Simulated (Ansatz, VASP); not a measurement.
# ZrB in VASP and in Ansatz

```
Zr B
1.0
     0.00000    2.42672    2.42672
     2.32500    0.10172    2.32500
     2.32500    2.32500    0.10172
Zr B
1 1
Cartesian
  0.0000 0.0000 0.0000
  2.3250 2.4267 2.4267
```

Change from the starting cell: strain +0.0875 x Voigt [0, 0, 0, 1, 0, 0], atoms carried along.

Alike in both runs: task single point; functional PBEsol; k mesh 18 × 18 × 18; occupations gaussian, width 0.15 eV; no spin polarisation.

|  | VASP | Ansatz |
| --- | --- | --- |
| version | VASP 6.6.1 | Ansatz 0.2.0 |
| potentials or method | VASP PAW PBE potentials, release 64 (Zr_sv, B), cutoff 520 eV | scalar-relativistic, plane waves, PAW |
| valence electrons in the cell | 15 | 15 |

Ansatz gave:

- gap on the k mesh at the Fermi level (eV): none
- pressure (GPa): 29.8
- traceless stress, the component that is largest in VASP (GPa): -4.66

Task: Estimate VASP's values.

Result: gap on the k mesh at the Fermi level (eV): none; pressure (GPa): 30.1; traceless stress, the component that is largest in VASP (GPa): -4.64.

VASP's potentials were made for PBE, not for PBEsol. A gap of «none» marks a metal or a gap that the smearing closes. Both programs put the cell under a high pressure, so it lies far from rest at this level.
